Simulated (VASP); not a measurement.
# Si (a cell with a defect) in VASP: notebook

The runs below take Si (a cell with a defect) through single point, with PBE.

Program: VASP 6.6.1. These are calculated values, not measurements. Logs are shortened: lines on timing, memory, paths and dates and some standing lists are left out, and cuts for length are marked.

## (1) The cell of the first run

The cell holds a defect, 15 atoms: a = 7.736 Å, b = 7.736 Å, c = 7.736 Å, α = 60.00°, β = 60.00°, γ = 60.00°.

## (2) Single point, PBE

Input file INCAR:

```
PREC = Accurate
ENCUT = 520
EDIFF = 1E-6
ISMEAR = 0
SIGMA = 0.02
LREAL = Auto
LASPH = T
NELM = 80
ALGO = Normal
ISIF = 2
LWAVE = F
LCHARG = F
GGA = PE
NBANDS = 43
NELECT = 62.0
```

Input file KPOINTS:

```
regular mesh
0
Gamma
  2 2 2
```

Input file POSCAR:

```
Si
1.0
    0.0000000000      5.4700937627     -5.4700937627
    5.4700937627      5.4700937627      0.0000000000
    5.4700937627      0.0000000000     -5.4700937627
Si
15
Direct
    0.2156033427      0.2155960302      0.2155984067
    0.1307394409      0.6067524880      0.1307392581
    0.6067517567      0.1307372471      0.1307372471
    0.6223637378      0.6223652002      0.1310750841
    0.1307389838      0.1307386182      0.6067518481
    0.1310760896      0.6223636463      0.6223632807
    0.6223642862      0.1310749013      0.6223653831
    0.6267593662      0.6267588178      0.6267591834
    0.2438055101      0.7648163234      0.2438075210
    0.7523057517      0.7523042892      0.2487107276
    0.7648080968      0.2438084351      0.2438075210
    0.2487103620      0.7523046548      0.7523050204
    0.2438053273      0.2438082523      0.7648139468
    0.7516121621      0.7516105168      0.7516108824
    0.7523059345      0.2487105448      0.7523046548
```

Potentials or basis: VASP PAW PBE potentials, release 64 (Si).

Launch:

```console
cat potpaw_PBE.64/Si/POTCAR > POTCAR
mpirun -np 1 vasp_std > vasp.out
```

OUTCAR:

```text
PREC = Accurate
   ENCUT = 520
   EDIFF = 1E-6
   ISMEAR = 0
   LREAL = Auto
   LASPH = T
   NELM = 80
   ISIF = 2
   GGA = PE
   NELECT = 62.0

 ion  position               nearest neighbor table
   1  0.216  0.216  0.216-   3 2.54   5 2.54   2 2.54
   2  0.131  0.607  0.131-  10 2.39  12 2.39   9 2.44   1 2.54
   3  0.607  0.131  0.131-  15 2.39  10 2.39  11 2.44   1 2.54
   4  0.622  0.622  0.131-  10 2.39  11 2.39   9 2.39  14 2.40
   5  0.131  0.131  0.607-  15 2.39  12 2.39  13 2.44   1 2.54
   6  0.131  0.622  0.622-  12 2.39  13 2.39   9 2.39  14 2.40
   7  0.622  0.131  0.622-  15 2.39  11 2.39  13 2.39  14 2.40
   8  0.627  0.627  0.627-  14 2.37  15 2.39  10 2.39  12 2.39
   9  0.244  0.765  0.244-   6 2.39   4 2.39   2 2.44
  10  0.752  0.752  0.249-   4 2.39   8 2.39   3 2.39   2 2.39
  11  0.765  0.244  0.244-   4 2.39   7 2.39   3 2.44
  12  0.249  0.752  0.752-   6 2.39   8 2.39   5 2.39   2 2.39
  13  0.244  0.244  0.765-   6 2.39   7 2.39   5 2.44
  14  0.752  0.752  0.752-   8 2.37   6 2.40   4 2.40   7 2.40
  15  0.752  0.249  0.752-   7 2.39   8 2.39   3 2.39   5 2.39

  LATTYP: Found a face centered cubic cell.
 ALAT       =    10.9401875254

  Lattice vectors:

 A1 = (   0.0000000000,   5.4700937627,  -5.4700937627)
 A2 = (   5.4700937627,   5.4700937627,   0.0000000000)
 A3 = (   5.4700937627,   0.0000000000,  -5.4700937627)

Analysis of symmetry for initial positions (statically):
[... 5 lines left out ...]
 face centered cubic supercell.

 Subroutine GETGRP returns: Found  2 space group operations
 (whereof  2 operations were pure point group operations)
 out of a pool of 48 trial point group operations.

The static configuration has the point symmetry C_1h.

Analysis of symmetry for dynamics (positions and initial velocities):
[... 5 lines left out ...]
 face centered cubic supercell.

 Subroutine GETGRP returns: Found  2 space group operations
 (whereof  2 operations were pure point group operations)
 out of a pool of 48 trial point group operations.

The dynamic configuration has the point symmetry C_1h.

 Subroutine INISYM returns: Found  2 space group operations
 (whereof  2 operations are pure point group operations),
 and found     1 'primitive' translations

----------------------------------------------------------------------------------------

                                     Primitive cell

  volume of cell :     327.3515

  direct lattice vectors                    reciprocal lattice vectors
     0.000000000  5.470093763 -5.470093763    -0.091406111  0.091406111 -0.091406111
     5.470093763  5.470093763  0.000000000     0.091406111  0.091406111  0.091406111
     5.470093763  0.000000000 -5.470093763     0.091406111 -0.091406111 -0.091406111

  length of vectors
     7.735880787  7.735880787  7.735880787     0.158320029  0.158320029  0.158320029

  position of ions in fractional coordinates (direct lattice)
     0.215603343  0.215596030  0.215598407
     0.130739441  0.606752488  0.130739258
     0.606751757  0.130737247  0.130737247
     0.622363738  0.622365200  0.131075084
     0.130738984  0.130738618  0.606751848
     0.131076090  0.622363646  0.622363281
     0.622364286  0.131074901  0.622365383
     0.626759366  0.626758818  0.626759183
     0.243805510  0.764816323  0.243807521
     0.752305752  0.752304289  0.248710728
     0.764808097  0.243808435  0.243807521
     0.248710362  0.752304655  0.752305020
     0.243805327  0.243808252  0.764813947
     0.751612162  0.751610517  0.751610882
     0.752305935  0.248710545  0.752304655

  ion indices of the primitive-cell ions
   primitive index   ion index
                 1           1
                 2           2
                 3           3
                 4           4
                 5           5
                 6           6
                 7           7
                 8           8
                 9           9
                10          10
                11          11
                12          12
                13          13
                14          14
                15          15

----------------------------------------------------------------------------------------

 KPOINTS: regular mesh

Automatic generation of k-mesh.
 Grid dimensions read from file:
 generate k-points for:    2    2    2

 Generating k-lattice:

  Cartesian coordinates                     Fractional coordinates (reciprocal lattice)
    -0.045703056  0.045703056 -0.045703056     0.500000000  0.000000000  0.000000000
     0.045703056  0.045703056  0.045703056     0.000000000  0.500000000  0.000000000
     0.045703056 -0.045703056 -0.045703056     0.000000000  0.000000000  0.500000000

  Length of vectors
     0.079160015  0.079160015  0.079160015

  Shift w.r.t. Gamma in fractional coordinates (k-lattice)
     0.000000000  0.000000000  0.000000000

 Subroutine IBZKPT returns following result:
 ===========================================

 Found      6 irreducible k-points:

 Following reciprocal coordinates:
            Coordinates               Weight
  0.000000  0.000000  0.000000      1.000000
  0.500000  0.000000  0.000000      1.000000
  0.000000  0.500000  0.000000      2.000000
  0.500000  0.500000  0.500000      1.000000
  0.500000  0.500000  0.000000      2.000000
  0.000000  0.500000  0.500000      1.000000
   k-points           NKPTS =      6   k-points in BZ     NKDIM =      6   number of bands    NBANDS=     43
   number of dos      NEDOS =    301   number of ions     NIONS =     15
   total plane-waves  NPLWV = 216000
   dimension x,y,z NGX =    60 NGY =   60 NGZ =   60
   dimension x,y,z NGXF=   120 NGYF=  120 NGZF=  120
   ions per type =              15
   NGX,Y,Z   is equivalent  to a cutoff of  12.89, 12.89, 12.89 a.u.
   NGXF,Y,Z  is equivalent  to a cutoff of  25.79, 25.79, 25.79 a.u.
 SYSTEM =  unknown system
   PREC   = accura    normal or accurate (medium, high low for compatibility)
   ISTART =      0    job   : 0-new  1-cont  2-samecut
   ICHARG =      2    charge: 1-file 2-atom 10-const
   ISPIN  =      1    spin polarized calculation?
   LNONCOLLINEAR =      F non collinear calculations
   LSORBIT =      F    spin-orbit coupling
   LASPH  =      T    aspherical Exc in radial PAW
   ENCUT  =  520.0 eV  38.22 Ry    6.18 a.u.  14.38 14.38 14.38*2*pi/ulx,y,z
   NELM   =     80;   NELMIN=  2; NELMDL= -5     # of ELM steps
   EDIFF  = 0.1E-05   stopping-criterion for ELM
   LREAL  =      T    real-space projection
   EDIFFG = 0.1E-04   stopping-criterion for IOM
   NSW    =      0    number of steps for IOM
   IBRION =     -1    ionic relax: 0-MD 1-quasi-New 2-CG
   NFREE  =      0    steps in history (QN), initial steepest desc. (CG)
   ISIF   =      2    stress and relaxation
   ISYM   =      2    0-nonsym 1-usesym 2-fastsym
   POTIM  = 0.5000    time-step for ionic-motion
   TEBEG  =    0.0;   TEEND  =   0.0 temperature during run
   PSTRESS=    0.0 pullay stress
   NELECT =      62.0000    total number of electrons
   NUPDOWN=      -1.0000    fix difference up-down
   EMIN   =  10.00;   EMAX   =-10.00  energy-range for DOS
   EFERMI =   0.00;   METHOD = LEGACY
   ISMEAR =     0;   SIGMA  =   0.02  broadening in eV -4-tet -1-fermi 0-gaus
   EFERMI_NEDOS =   21; number of points for ismear=-14 and -15
   IALGO  =     38    algorithm
   IMIX   =      4    mixing-type and parameters
     AMIX     =   0.40;   BMIX     =  1.00
     AMIX_MAG =   1.60;   BMIX_MAG =  1.00
  volume/ion in A,a.u.               =      21.82       147.27
  Fermi-wavevector in a.u.,A,eV,Ry     =   0.940158  1.776640 12.026137  0.883896
  Thomas-Fermi vector in A             =   2.067541
   LORBIT       =      0    0 simple, 1 ext, 2 COOP (PROOUT), +10 PAW based schemes
   GGA     = PE    functional components
   LHFCALC =     F    Hartree Fock is set to
   AEXX    =    0.0000 exact exchange contribution
   IVDW    =     0    specifies the selected vdW correction
   LEPSILON=     F    determine dielectric tensor
   LRPA    =     F    only Hartree local field effects (RPA)
 non-spin polarized calculation
 Gauss-broadening in eV      SIGMA  =   0.02
  energy-cutoff  :      520.00
  volume of cell :      327.35
 maximum number of plane-waves:      8824
 NGX is ok and might be reduce to    60
   NGX = 29   NGY = 29   NGZ = 29

 number of electron      61.9999999 magnetization

 Free energy of the ion-electron system (eV)
  ---------------------------------------------------
  ext. energy  EPLUGINS =         0.00000000
  ---------------------------------------------------
  free energy    TOTEN  =       -66.03224551 eV

  energy without entropy =      -66.02941616  energy(sigma->0) =      -66.03083084

 E-fermi :   5.7374     XC(G=0):  -9.2574

 val. band max:        5.7373804077   @ k =   0.5000   0.5000   0.5000
 cond. band min:       5.7374735655   @ k =   0.5000   0.5000   0.5000
 fundamental gap:      0.0000931577
 Fermi energy:         5.7374155928

 k-point     1 :       0.0000    0.0000    0.0000
  band No.  band energies     occupation
      1      -6.5427      2.00000
      2      -4.3592      2.00000
      3      -4.3592      2.00000
      4      -4.2869      2.00000
      5      -3.8500      2.00000
      6      -2.6030      2.00000
[... 35 lines left out ...]
     42       7.7175      0.00000
     43       7.7801      0.00000

 k-point     2 :       0.5000    0.0000    0.0000
  band No.  band energies     occupation
      1      -5.9532      2.00000
      2      -5.5490      2.00000
      3      -4.0958      2.00000
      4      -4.0732      2.00000
      5      -4.0460      2.00000
      6      -3.8108      2.00000
[... 176 lines left out ...]
 k-point     6 :       0.0000    0.5000    0.5000
  band No.  band energies     occupation
      1      -5.5557      2.00000
      2      -5.5344      2.00000
      3      -4.6317      2.00000
      4      -4.6229      2.00000
      5      -4.4830      2.00000
      6      -3.9105      2.00000
[... 35 lines left out ...]
     42       9.3607      0.00000
     43       9.4845      0.00000

------------------------ aborting loop because EDIFF is reached ----------------------------------------

  FORCE on cell =-STRESS in cart. coord.  units (eV):
  Direction    XX          YY          ZZ          XY          YZ          ZX
  --------------------------------------------------------------------------------------
  -------------------------------------------------------------------------------------
  Total       10.4370190     10.4382495     10.4382495     -0.9784130      0.9788345      0.9784131
  in kB       51.0825710     51.0885938     51.0885938     -4.7887094      4.7907723      4.7887098
  external PRESSURE =      51.0865862 kB  Pullay stress =       0.0000000 kB

 VOLUME and BASIS-vectors are now :
 -----------------------------------------------------------------------------
  energy-cutoff  :      520.00
  volume of cell :      327.35
      direct lattice vectors                 reciprocal lattice vectors
     0.000000000  5.470093763 -5.470093763    -0.091406111  0.091406111 -0.091406111
     5.470093763  5.470093763  0.000000000     0.091406111  0.091406111  0.091406111
     5.470093763  0.000000000 -5.470093763     0.091406111 -0.091406111 -0.091406111

 POSITION                                       TOTAL-FORCE (eV/Angst)
 -----------------------------------------------------------------------------------
      2.35867      2.35870     -2.35871         0.427201      0.427262     -0.427262
      4.03415      4.03415     -1.43031        -0.022416     -0.022407      0.018061
      1.43029      4.03413     -4.03413        -0.018092     -0.022445      0.022445
      4.12139      6.80878     -4.12138        -0.021408     -0.067544      0.021393
      4.03414      1.43031     -4.03414        -0.022416     -0.018061      0.022407
      6.80877      4.12139     -4.12138        -0.067584     -0.021398      0.021398
      4.12139      4.12138     -6.80879        -0.021408     -0.021393      0.067544
      6.85686      6.85686     -6.85686        -0.013572     -0.013560      0.013560
      5.51727      5.51726     -2.66729        -0.058863     -0.058914      0.064382
      5.47565      8.23036     -5.47565        -0.025008     -0.022777      0.025002
      2.66731      5.51723     -5.51722        -0.064335     -0.058962      0.058962
      8.23036      5.47565     -5.47565        -0.022808     -0.025004      0.025004
      5.51726      2.66729     -5.51724        -0.058863     -0.064382      0.058914
      8.22276      8.22277     -8.22277         0.014578      0.014587     -0.014587
      5.47565      5.47565     -8.23036        -0.025008     -0.025002      0.022777
 -----------------------------------------------------------------------------------
    total drift:                               -0.004971     -0.005449      0.004805

  FREE ENERGIE OF THE ION-ELECTRON SYSTEM (eV)
  ---------------------------------------------------
  free  energy   TOTEN  =       -66.0322455084 eV

  energy  without entropy=      -66.0294161621  energy(sigma->0) =      -66.03083084
```

Run time: 2.2 min. Hardware: 1 thread of Intel Xeon Platinum 8259CL at 2.50GHz (Skylake/Cascade Lake), shared host; peak memory 0.45 GiB.

What came out:

| Property | Result |
| --- | --- |
| Free energy | -66.0322 eV |
| Largest force | 0.740 eV/Å |

Forces on the atoms (eV/Å):
```
Si   0.427  0.427 -0.427
Si  -0.022 -0.022  0.018
Si  -0.018 -0.022  0.022
Si  -0.021 -0.068  0.021
Si  -0.022 -0.018  0.022
Si  -0.068 -0.021  0.021
Si  -0.021 -0.021  0.068
Si  -0.014 -0.014  0.014
Si  -0.059 -0.059  0.064
Si  -0.025 -0.023  0.025
Si  -0.064 -0.059  0.059
Si  -0.023 -0.025  0.025
Si  -0.059 -0.064  0.059
Si   0.015  0.015 -0.015
Si  -0.025 -0.025  0.023
```

Levels at points of the mesh, in eV from the Fermi level:
| k point | band 29 | band 30 | band 31 | band 32 | band 33 | band 34 |
| --- | --- | --- | --- | --- | --- | --- |
| (0.00, 0.00, 0.00) | -1.06 | -0.07 | -0.07 | 0.05 | 0.05 | 0.14 |
| (0.50, 0.00, 0.00) | -1.35 | -1.32 | 0.10 | 0.27 | 0.74 | 0.79 |
| (0.00, 0.50, 0.00) | -1.35 | -1.32 | 0.10 | 0.27 | 0.74 | 0.79 |
| (0.50, 0.50, 0.50) | -1.13 | -1.13 | 0.00 | 0.00 | 0.76 | 0.76 |
| (0.50, 0.50, 0.00) | -1.90 | -1.59 | -0.35 | -0.18 | 0.56 | 0.62 |
| (0.00, 0.50, 0.50) | -1.90 | -1.59 | -0.35 | -0.18 | 0.56 | 0.62 |

Caveat: the k points lie up to 0.50 Å⁻¹ apart; the cell carries a net charge on a neutralising background, which shifts energy and pressure; the cell is charged against a uniform background, so pressure and absolute levels hang on convention.

(Continued in part 2 of 2.)
